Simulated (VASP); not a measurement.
Crystal: ZnAg3.

```xyz
4
Lattice="4.0413 0.0000 0.0000 0.0000 4.0413 0.0000 0.0000 0.0000 4.0413" Properties=species:S:1:pos:R:3 pbc="T T T"
Zn    0.0000    0.0000    0.0000
Ag    0.0000    2.0207    2.0207
Ag    2.0207    0.0000    2.0207
Ag    2.0207    2.0207    0.0000
```

Base run:

- Program: VASP 6.6.1
- Functional: BLYP
- Potentials or basis: VASP PAW PBE potentials, release 64 (Zn, Ag)
- Cutoff: 520 eV
- k mesh: 5 × 5 × 5
- Occupations: fermi-dirac, width 0.15 eV
- Spin: no spin polarisation

Its results: pressure 10.4 GPa.

**Question.** The run is repeated on the same cell with these changes: functional from BLYP to PBEsol; further incar settings from ALGO = Normal; EDIFF = 1e-06; NBANDS = 30 to ALGO = Normal; EDIFF = 1e-07; NBANDS = 30. What comes out?

**Answer.** Pressure -3.8 GPa.

Caveats: the PAW data sets were made with another functional, which shifts forces and pressure a little.
